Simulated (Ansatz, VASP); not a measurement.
## Al2O3: VASP beside Ansatz

```
Al O
1.0
     2.36435    1.36506    4.29655
    -2.36435    1.36506    4.29655
     0.00000   -2.73012    4.29655
Al O
4 6
Direct
  0.35198 0.35198 0.35198
  0.14802 0.14802 0.14802
  0.64802 0.64802 0.64802
  0.85198 0.85198 0.85198
  0.55583 0.94417 0.25000
  0.25000 0.55583 0.94417
  0.94417 0.25000 0.55583
  0.44417 0.05583 0.75000
  0.75000 0.44417 0.05583
  0.05583 0.75000 0.44417
```

Alike in both runs: functional LDA; k mesh 6 × 6 × 6; occupations gaussian, width 0.02 eV; no spin polarisation.

Ansatz relaxed the structure, and its values are those at the end. VASP's run is a single point on that final structure, the one shown.

```csv
,VASP,Ansatz
version,VASP 6.6.1,Ansatz 0.2.0
potentials or method,"VASP PAW LDA potentials, release 64 (Al, O), cutoff 520 eV","scalar-relativistic, plane waves, PAW"
valence electrons in the cell,48,48
```

```tsv
	VASP	Ansatz	Ansatz less VASP
gap on the k mesh at the Fermi level (eV)	6.45	6.44	-0.007
least direct gap on the mesh (eV)	6.45	6.44	-0.007
pressure (GPa)	1.0	0.0	-0.96
```

Ansatz warns that its potentials were made for another functional, while VASP's fit it. LDA's correlation is that of Perdew and Zunger in VASP and of Perdew and Wang (1992) in Ansatz.
